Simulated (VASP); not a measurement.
The system is Zn.

```xyz
1
Lattice="-1.5690 1.5690 1.5690 1.5690 -1.5690 1.5690 1.5690 1.5690 -1.5690" Properties=species:S:1:pos:R:3 pbc="T T T"
Zn    0.0000    0.0000    0.0000
```

* Program: VASP 6.6.1
* Task: relaxation of cell and atoms
* Functional: PBEsol
* Dispersion: D4
* Potentials or basis: VASP PAW PBE potentials, release 64 (Zn)
* Cutoff: 600 eV
* k mesh: 12 × 12 × 12
* Occupations: fermi-dirac, width 0.05 eV
* Spin: no spin polarisation

At the start: pressure -6.8 GPa; volume 15.45 Å³/atom.

Q: Where does the relaxation end?

A: Over 4 steps the energy falls by 35.1 meV/atom and the volume is 13.99 Å³/atom (-9.4 %); space group Im-3m (No. 229, to 0.05 Å).

The path:
| step | energy change (eV) | largest force (eV/Å) | pressure (GPa) | volume (Å³) |
| --- | --- | --- | --- | --- |
| 1 | 0.0000 | 0.0000 | -6.76 | 15.45 |
| 2 | -0.0351 | 0.0000 | -0.49 | 14.04 |
| 3 | -0.0351 | 0.0000 | 0.12 | 13.96 |
| 4 | -0.0351 | 0.0000 | -0.10 | 13.99 |

Final structure:
```
Zn
1.0
    -1.51797    1.51797    1.51797
     1.51797   -1.51797    1.51797
     1.51797    1.51797   -1.51797
Zn
1
Direct
  0.00000 0.00000 0.00000
```

Caveat: the PAW data sets were made with another functional, which shifts forces and pressure a little; pairwise dispersion overbinds metals, which lowers pressure and volume.
